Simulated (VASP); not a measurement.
A run of VASP 6.6.1:

File POSCAR:

```
ZnF2
1.0
    4.7268732442      0.0000000000      0.0000000000
    0.0000000000      4.7268732442      0.0000000000
    0.0000000000      0.0000000000      3.1422338924
Zn F
2 4
Direct
    0.0000000000      0.0000000000      0.0000000000
    0.5000000000      0.5000000000      0.5000000000
    0.3031916068      0.3031916068      0.0000000000
    0.1968083932      0.8031916068      0.5000000000
    0.6968083932      0.6968083932      0.0000000000
    0.8031916068      0.1968083932      0.5000000000
```

Contents of INCAR.step1:

```
PREC = Accurate ; ENCUT = 580
ISMEAR = 0 ; SIGMA = 0.01
LREAL = F ; LASPH = T
NELM = 120 ; GGA = PE
ALGO = Normal ; EDIFF = 1E-5
LWAVE = T ; LCHARG = F
GGA_COMPAT = F ; IBRION = 2
EDIFFG = -0.01 ; NELMIN = 4
NSW = 100
```

Contents of INCAR.step2:

```
PREC = Accurate ; ENCUT = 580
EDIFF = 1E-7 ; ISMEAR = 0
SIGMA = 0.01 ; LREAL = F
LASPH = T ; NELM = 120
ALGO = Normal ; ISIF = 2
LWAVE = F ; LCHARG = F
METAGGA = R2SCAN ; LMIXTAU = T
IBRION = 2 ; NSW = 100
EDIFFG = -0.002 ; ISTART = 1
GGA_COMPAT = F ; NELMIN = 4
```

The input KPOINTS:

```
regular mesh
0
Gamma
  4 4 6
```

Potentials or basis: VASP PAW PBE potentials, release 64 (Zn, F).

Launch:

```console
$ cat potpaw_PBE.64/Zn/POTCAR potpaw_PBE.64/F/POTCAR > POTCAR
$ cp INCAR.step1 INCAR
$ mpirun -np 1 vasp_std > vasp.out
$ cp INCAR.step2 INCAR
$ mpirun -np 1 vasp_std > vasp.out
```

Hardware: 1 thread of AMD EPYC 9R45 (Zen 5), with other jobs on the host.

Task: How long does it take, and how much memory?

Result: Run time: 6 min on 1 thread of AMD EPYC 9R45 (Zen 5) (shared host), peak memory 0.21 GiB. Counts: k points 24, ion steps 4.
